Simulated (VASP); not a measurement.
**MgO: single point with PBE**

The system is MgO.

```
Mg O
1.0
     3.24663    0.00000    0.00000
    -1.62332    2.81167    0.00000
     0.00000    0.00000   10.39563
Mg O
4 4
Cartesian
  0.0000 0.0000 -0.0223
  0.0000 1.8744 2.5908
  0.0000 0.0000 5.1755
  1.6233 0.9372 7.7886
  0.0000 0.0000 1.9663
  0.0000 1.8744 4.5614
  0.0000 0.0000 7.1641
  1.6233 0.9372 9.7592
```

```yaml
Program: VASP 6.6.1
Task: single point
Functional: PBE
Potentials_or_basis: VASP PAW PBE potentials, release 64 (Mg, O)
Cutoff: 520 eV
k_mesh: 12 × 12 × 4
Occupations: gaussian, width 0.01 eV
Spin: no spin polarisation
Dipole_correction: no
Further_INCAR_settings: ALGO = Normal; EDIFF = 1e-06; NBANDS = 26
```

```json
{
  "Pressure": "3.5 GPa",
  "Largest force": "0.011 eV/Å",
  "Band gap on the k mesh": "3.62 eV, direct"
}
```

Forces on the atoms (eV/Å):
```
Mg   0.000  0.000  0.002
Mg   0.000  0.000 -0.011
Mg   0.000  0.000  0.002
Mg   0.000  0.000 -0.011
O    0.000  0.000  0.000
O    0.000  0.000  0.009
O    0.000  0.000  0.000
O    0.000  0.000  0.009
```

Levels at points of the mesh, in eV from the valence-band top:
| k point | band 13 | band 14 | band 15 | band 16 | band 17 | band 18 | band 19 | band 20 |
| --- | --- | --- | --- | --- | --- | --- | --- | --- |
| (0.00, 0.00, 0.00) | -0.22 | -0.12 | -0.12 | 0.00 | 3.62 | 5.96 | 6.07 | 8.70 |
| (0.50, 0.00, 0.00) | -0.59 | -0.57 | -0.31 | -0.28 | 6.76 | 7.10 | 8.37 | 8.59 |
| (0.00, 0.00, 0.50) | -0.15 | -0.15 | -0.15 | -0.15 | 4.45 | 4.45 | 7.59 | 7.59 |
| (0.50, 0.00, 0.50) | -0.56 | -0.56 | -0.38 | -0.38 | 7.01 | 7.01 | 8.28 | 8.28 |

Wall time 2.4 min on 1 thread of AMD EPYC 7R43 64-Core Processor (Zen 3), with other jobs on the host, peak memory 0.23 GiB.

A k mesh can miss the band edges. As with any semilocal functional, this PBE gap is likely too small.
